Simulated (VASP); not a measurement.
# CdF2 (Fm-3m) in VASP: settings compared, part 2 of 2

VASP 6.6.1. The steps go on from the part before.

### Step 3. Single point, PBE+D3(BJ) (volume scaled by 0.98)

The input, INCAR:

```
SYSTEM = CdF2
PREC = Accurate ; ENCUT = 520
EDIFF = 1E-6 ; ISMEAR = 0
SIGMA = 0.05 ; LREAL = .FALSE.
LASPH = .TRUE. ; NELM = 80
ALGO = Normal ; ISIF = 2
LWAVE = .FALSE. ; LCHARG = .FALSE.
GGA = PE ; IVDW = 12
NBANDS = 20
```

The input, KPOINTS:

```
Automatic mesh
0
G
  8 8 8
  0 0 0
```

The input, POSCAR:

```
CdF2
1.0
    0.0000000000      2.7065596104      2.7065596104
    2.7065596104      0.0000000000      2.7065596104
    2.7065596104      2.7065596104      0.0000000000
Cd F
1 2
Direct
    0.0000000000      0.0000000000      0.0000000000
    0.2500000000      0.2500000000      0.2500000000
    0.7500000000      0.7500000000      0.7500000000
```

Potentials or basis: VASP PAW PBE potentials, release 64 (Cd, F).

The run is started by

```sh
cat potpaw_PBE.64/Cd/POTCAR potpaw_PBE.64/F/POTCAR > POTCAR
mpirun -np 1 vasp_std > vasp.out
```

OUTCAR:

```text
SYSTEM = CdF2
   PREC = Accurate
   ENCUT = 520
   EDIFF = 1E-6
   ISMEAR = 0
   LREAL = .FALSE.
   LASPH = .TRUE.
   NELM = 80
   ISIF = 2
   GGA = PE
   IVDW = 12
 IVDW          = 12

 ion  position               nearest neighbor table
   1  0.000  0.000  0.000-   2 2.34   3 2.34   3 2.34   3 2.34   3 2.34   2 2.34   2 2.34   2 2.34

   2  0.250  0.250  0.250-   1 2.34   1 2.34   1 2.34   1 2.34
   3  0.750  0.750  0.750-   1 2.34   1 2.34   1 2.34   1 2.34

  LATTYP: Found a face centered cubic cell.
 ALAT       =     5.4131192208

  Lattice vectors:

 A1 = (   0.0000000000,   2.7065596104,   2.7065596104)
 A2 = (   2.7065596104,   0.0000000000,   2.7065596104)
 A3 = (   2.7065596104,   2.7065596104,   0.0000000000)

Analysis of symmetry for initial positions (statically):
=====================================================================
 Subroutine PRICEL returns:
 Original cell was already a primitive cell.

 Routine SETGRP: Setting up the symmetry group for a
 face centered cubic supercell.

 Subroutine GETGRP returns: Found 48 space group operations
[... 9 lines left out ...]

 Routine SETGRP: Setting up the symmetry group for a
 face centered cubic supercell.

 Subroutine GETGRP returns: Found 48 space group operations
[... 11 lines left out ...]
                                     Primitive cell

  volume of cell :      39.6536

  direct lattice vectors                    reciprocal lattice vectors
     0.000000000  2.706559610  2.706559610    -0.184736371  0.184736371  0.184736371
     2.706559610  0.000000000  2.706559610     0.184736371 -0.184736371  0.184736371
     2.706559610  2.706559610  0.000000000     0.184736371  0.184736371 -0.184736371

  length of vectors
     3.827653308  3.827653308  3.827653308     0.319972780  0.319972780  0.319972780

  position of ions in fractional coordinates (direct lattice)
     0.000000000  0.000000000  0.000000000
     0.250000000  0.250000000  0.250000000
     0.750000000  0.750000000  0.750000000

  ion indices of the primitive-cell ions
   primitive index   ion index
[... 91 lines left out ...]
   EFERMI_NEDOS =   21; number of points for ismear=-14 and -15
   IALGO  =     38    algorithm
   IMIX   =      4    mixing-type and parameters
     AMIX     =   0.40;   BMIX     =  1.00
     AMIX_MAG =   1.60;   BMIX_MAG =  1.00
  volume/ion in A,a.u.               =      13.22        89.20
  Fermi-wavevector in a.u.,A,eV,Ry     =   1.422236  2.687636 27.521258  2.022755
  Thomas-Fermi vector in A             =   2.542961
   LORBIT       =      0    0 simple, 1 ext, 2 COOP (PROOUT), +10 PAW based schemes
   GGA     = PE    functional components
   LHFCALC =     F    Hartree Fock is set to
   AEXX    =    0.0000 exact exchange contribution
   IVDW    =    12    specifies the selected vdW correction
   LEPSILON=     F    determine dielectric tensor
   LRPA    =     F    only Hartree local field effects (RPA)
 non-spin polarized calculation
 Gauss-broadening in eV      SIGMA  =   0.05
  energy-cutoff  :      520.00
  volume of cell :       39.65
 maximum number of plane-waves:      1090
   NGX = 15   NGY = 15   NGZ = 15

 number of electron      25.9999980 magnetization

 Free energy of the ion-electron system (eV)
  ---------------------------------------------------
  ext. energy  EPLUGINS =         0.00000000
  ---------------------------------------------------
  free energy    TOTEN  =       -10.87883778 eV

  energy without entropy =      -10.87883778  energy(sigma->0) =      -10.87883778

 E-fermi :  -1.1391     XC(G=0): -10.3364

 val. band max:       -1.4158402858   @ k =  -0.2500   0.5000   0.2500
 cond. band min:       1.6027589346   @ k =   0.0000   0.0000   0.0000
 fundamental gap:      3.0185992204
 Fermi energy:        -1.1391188188

 k-point     1 :       0.0000    0.0000    0.0000
  band No.  band energies     occupation
      1     -22.1439      2.00000
      2     -21.0778      2.00000
      3      -6.9897      2.00000
      4      -6.9897      2.00000
      5      -6.9897      2.00000
      6      -5.8424      2.00000
[... 541 lines left out ...]
     19      17.1981      0.00000
     20      20.7705      0.00000

 [... further k-points ...]

------------------------ aborting loop because EDIFF is reached ----------------------------------------

 Edisp (eV)   -0.49521

 E8    (eV) :    -0.1873

  FORCE on cell =-STRESS in cart. coord.  units (eV):
  Direction    XX          YY          ZZ          XY          YZ          ZX
  --------------------------------------------------------------------------------------
  -------------------------------------------------------------------------------------
  Total       0.62202     0.62202     0.62202     0.00000     0.00000     0.00000
  in kB      25.13211    25.13211    25.13211     0.00000     0.00000     0.00000
  external pressure =       25.13 kB  Pullay stress =        0.00 kB

 VOLUME and BASIS-vectors are now :
 -----------------------------------------------------------------------------
  energy-cutoff  :      520.00
  volume of cell :       39.65
      direct lattice vectors                 reciprocal lattice vectors
     0.000000000  2.706559610  2.706559610    -0.184736371  0.184736371  0.184736371
     2.706559610  0.000000000  2.706559610     0.184736371 -0.184736371  0.184736371
     2.706559610  2.706559610  0.000000000     0.184736371  0.184736371 -0.184736371

 POSITION                                       TOTAL-FORCE (eV/Angst)
 -----------------------------------------------------------------------------------
      0.00000      0.00000      0.00000         0.000000      0.000000      0.000000
      1.35328      1.35328      1.35328         0.000000      0.000000      0.000000
      4.05984      4.05984      4.05984        -0.000000     -0.000000     -0.000000
 -----------------------------------------------------------------------------------
    total drift:                                0.000000      0.000000      0.000000

  FREE ENERGIE OF THE ION-ELECTRON SYSTEM (eV)
  ---------------------------------------------------
  free  energy   TOTEN  =       -11.3740516025 eV

  energy  without entropy=      -11.3740516025  energy(sigma->0) =      -11.37405160
```

OSZICAR:

```text
N       E                     dE             d eps       ncg     rms          rms(c)
DAV:   1     0.199045212764E+03    0.19905E+03   -0.15547E+04  1192   0.132E+03
DAV:   2    -0.404496106955E+01   -0.20309E+03   -0.19565E+03  1260   0.346E+02
DAV:   3    -0.125681458967E+02   -0.85232E+01   -0.85014E+01  1336   0.772E+01
DAV:   4    -0.126046839901E+02   -0.36538E-01   -0.36536E-01  1256   0.513E+00
DAV:   5    -0.126048190277E+02   -0.13504E-03   -0.13504E-03  1312   0.280E-01    0.101E+01
DAV:   6    -0.108494082659E+02    0.17554E+01   -0.40275E+00  1484   0.377E+01    0.729E+00
DAV:   7    -0.108947838587E+02   -0.45376E-01   -0.89678E-01  1208   0.854E+00    0.415E+00
DAV:   8    -0.108869597957E+02    0.78241E-02   -0.13931E-01  1180   0.346E+00    0.714E-01
DAV:   9    -0.108781527664E+02    0.88070E-02   -0.33749E-02  1412   0.224E+00    0.893E-02
DAV:  10    -0.108787129203E+02   -0.56015E-03   -0.28926E-03  1188   0.598E-01    0.121E-01
DAV:  11    -0.108788141108E+02   -0.10119E-03   -0.14077E-04  1268   0.119E-01    0.390E-02
DAV:  12    -0.108788362208E+02   -0.22110E-04   -0.43960E-05  1176   0.565E-02    0.184E-02
DAV:  13    -0.108788380314E+02   -0.18106E-05   -0.68568E-06  1264   0.212E-02    0.340E-03
DAV:  14    -0.108788377778E+02    0.25359E-06   -0.59656E-07   992   0.973E-03
   1 F= -.11374052E+02 E0= -.11374052E+02  d E =-.164797E-16
```

stdout:

```text
POSCAR found type information on POSCAR CdF
 POSCAR found :  2 types and       3 ions
 scaLAPACK will be used
 LDA part: xc-table for (Slater+PW92), standard interpolation
 POSCAR, INCAR and KPOINTS ok, starting setup
 FFT: planning ... GRIDC
 FFT: planning ... GRID_SOFT
 FFT: planning ... GRID
 WAVECAR not read
 entering main loop
```

Wall time 16 s (1 thread of Intel Xeon 6975P-C (Granite Rapids), shared host); peak memory 0.17 GiB.

Results:

| Quantity | Value |
| --- | --- |
| Free energy | -11.3741 eV |
| Pressure | 2.5 GPa |
| Band gap on the k mesh | 3.02 eV, indirect (least direct gap 3.54 eV) |
| Dispersion energy per atom | -0.165 eV |

Caveat: three body term missing.

### Step 4. Single point, BLYP

The input, INCAR:

```
PREC = Accurate ; ENCUT = 520
EDIFF = 1E-7 ; ISMEAR = 0
SIGMA = 0.05 ; LREAL = False
LASPH = True ; NELM = 80
ALGO = Normal ; ISIF = 2
LWAVE = False ; LCHARG = False
GGA = B5 ; ALDAX = 1.0
AGGAX = 1.0 ; AGGAC = 1.0
ALDAC = 0.0 ; NBANDS = 20
```

The input, KPOINTS:

```
regular mesh
0
Gamma
  8 8 8
```

The input, POSCAR:

```
CdF2
1.0
    0.0000000000      2.6939990179      2.6939990179
    2.6939990179      0.0000000000      2.6939990179
    2.6939990179      2.6939990179      0.0000000000
Cd F
1 2
Direct
    0.0000000000      0.0000000000      0.0000000000
    0.2500000000      0.2500000000      0.2500000000
    0.7500000000      0.7500000000      0.7500000000
```

The run is started by

```sh
cat potpaw_PBE.64/Cd/POTCAR potpaw_PBE.64/F/POTCAR > POTCAR
mpirun -np 1 vasp_std > vasp.out
```

Wall time 27 s (1 thread of Intel Xeon 6975P-C (Granite Rapids), shared host); peak memory 0.16 GiB.

The run converged. Its results:

- Free energy: -10.2706 eV
- Pressure: 9.4 GPa
- Band gap on the k mesh: 3.14 eV, indirect (least direct gap 3.62 eV)

Levels at points of the mesh, in eV from the valence-band top:
| k point | band 10 | band 11 | band 12 | band 13 | band 14 | band 15 | band 16 | band 17 |
| --- | --- | --- | --- | --- | --- | --- | --- | --- |
| (0.00, 0.00, 0.00) | -0.97 | -0.48 | -0.48 | -0.48 | 3.14 | 12.74 | 12.74 | 12.74 |
| (0.50, 0.00, 0.00) | -1.83 | -1.83 | -0.38 | -0.38 | 7.17 | 9.26 | 14.53 | 14.53 |
| (0.50, 0.50, 0.00) | -2.93 | -0.50 | -0.09 | -0.09 | 7.98 | 9.75 | 12.07 | 14.31 |

Caveat: the PAW data sets were made with another functional, which shifts forces and pressure a little.

### Step 5. Overview

```tsv
level	cell	gap on the mesh (eV)	pressure (GPa)
PBE+D3(BJ)	a = 3.810 Å, angles 60.0°, 3 atoms	3.07	4.1
PBE+D3(BJ)	a = 3.828 Å, angles 60.0°, 3 atoms	3.02	2.5
BLYP	a = 3.810 Å, angles 60.0°, 3 atoms	3.14	9.4
```

Alike in all rows: task single point; potentials or basis VASP PAW PBE potentials, release 64 (Cd, F); no spin polarisation; k mesh 8 × 8 × 8; cutoff (eV) 520; smearing gaussian 0.05 eV.

Caveats: three body term missing (some runs); the PAW data sets were made with another functional, which shifts forces and pressure a little (some runs).

Total energies depend on the potentials used, so only differences within one code and one set of settings carry meaning.
